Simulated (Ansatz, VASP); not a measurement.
BN: VASP beside Ansatz

INCAR

```
SYSTEM = BN
PREC = Accurate
ENCUT = 520
EDIFF = 1E-6
ISMEAR = 0
SIGMA = 0.05
LREAL = .FALSE.
LASPH = .TRUE.
NELM = 60
ALGO = Normal
ISIF = 2
LWAVE = .FALSE.
LCHARG = .FALSE.
GGA = PE
NBANDS = 16
```

KPOINTS

```
regular mesh
0
G
  6 6 4
  0 0 0
```

File POSCAR:

```
BN
1.0
    2.5369300260      0.0000000000      0.0000000000
   -1.2684650130      2.1970458501      0.0000000000
    0.0000000000      0.0000000000      4.1959171737
B N
2 2
Direct
    0.6666666667      0.3333333333      0.0002721794
    0.3333333333      0.6666666667      0.5002721794
    0.6666666667      0.3333333333      0.3747278206
    0.3333333333      0.6666666667      0.8747278206
```

Input for Ansatz:

```yaml
crystal:
  lattice:
    - [2.536930026, 0.0, 0.0]
    - [-1.268465013, 2.1970458501, 0.0]
    - [0.0, 0.0, 4.1959171737]
  atoms:
    - { symbol: B, position: [0.6666666667, 0.3333333333, 0.0002721794] }
    - { symbol: B, position: [0.3333333333, 0.6666666667, 0.5002721794] }
    - { symbol: "N", position: [0.6666666667, 0.3333333333, 0.3747278206] }
    - { symbol: "N", position: [0.3333333333, 0.6666666667, 0.8747278206] }
basis:
  ecutwfc: 420
  ecutrho_ratio: 4
kpoints:
  mp_grid: { grid: [6, 6, 4] }
hamiltonian:
  xc: pbe
scf:
  occupations: { method: gaussian, width: 0.05 }
output:
  forces: true
  stress: true
  eigenvalues: true
  populations: true
  write_density: true
  write_potential: true
  elf: true
  volumetric_format: npy
```

Alike in both runs: task single point; functional PBE; k mesh 6 × 6 × 4; occupations gaussian, width 0.05 eV; no spin polarisation.

|  | VASP | Ansatz |
| --- | --- | --- |
| version | VASP 6.6.1 | Ansatz 0.2.0 |
| potentials or method | VASP PAW PBE potentials, release 64 (B, N), cutoff 520 eV | scalar-relativistic, plane waves, PAW |
| valence electrons in the cell | 16 | 16 |

Ansatz gave:

* gap on the k mesh at the Fermi level (eV): 5.18
* least direct gap on the mesh (eV): 8.37
* pressure (GPa): 8.0
* traceless stress, the component that is largest in VASP (GPa): -0.05
* rms of the force components (eV/Å): 0.003

**Question.** Estimate VASP's values.

**Answer.** gap on the k mesh at the Fermi level (eV): 5.17; least direct gap on the mesh (eV): 8.36; pressure (GPa): 8.3; traceless stress, the component that is largest in VASP (GPa): -0.10; rms of the force components (eV/Å): 0.002.

Atom by atom the forces differ by 0.001 eV/Å (rms over components).

The k mesh is coarse, so the values compare programs but aren't converged.
